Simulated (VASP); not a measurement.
A run of VASP 6.6.1:

Contents of INCAR:

```
PREC = Accurate ; ENCUT = 520
EDIFF = 1E-6 ; ISMEAR = -1
SIGMA = 0.05 ; LREAL = F
LASPH = T ; NELM = 60
ALGO = Normal ; ISIF = 2
LWAVE = F ; LCHARG = T
GGA = B5 ; ALDAX = 1.0
AGGAX = 1.0 ; AGGAC = 1.0
ALDAC = 0.0 ; IVDW = 12
VDW_S6 = 1.0 ; VDW_S8 = 2.6996
VDW_A1 = 0.4298 ; VDW_A2 = 4.2359
LELF = T ; LVHAR = T
NBANDS = 16
```

The input KPOINTS:

```
regular mesh
0
Gamma
  10 10 10
```

The input POSCAR:

```
GaN
1.0
    0.0000000000      2.2976981147      2.2976981147
    2.2976981147      0.0000000000      2.2976981147
    2.2976981147      2.2976981147      0.0000000000
Ga N
1 1
Direct
    0.0000000000      0.0000000000      0.0000000000
    0.2500000000      0.2500000000      0.2500000000
```

Potentials or basis: VASP PAW PBE potentials, release 64 (Ga_d, N).

Run with:

```bash
$ cat potpaw_PBE.64/Ga_d/POTCAR potpaw_PBE.64/N/POTCAR > POTCAR
$ mpirun -np 1 vasp_std > vasp.out
```

Hardware: 1 thread of Intel(R) Xeon(R) 6975P-C (Granite Rapids), on a shared host.

**Question.** How long does it take, and how much memory?

**Answer.** Wall time 10 s on 1 thread of Intel(R) Xeon(R) 6975P-C (Granite Rapids), with other jobs on the host, peak memory 0.16 GiB. Counts: scf iterations 13, k points 47.
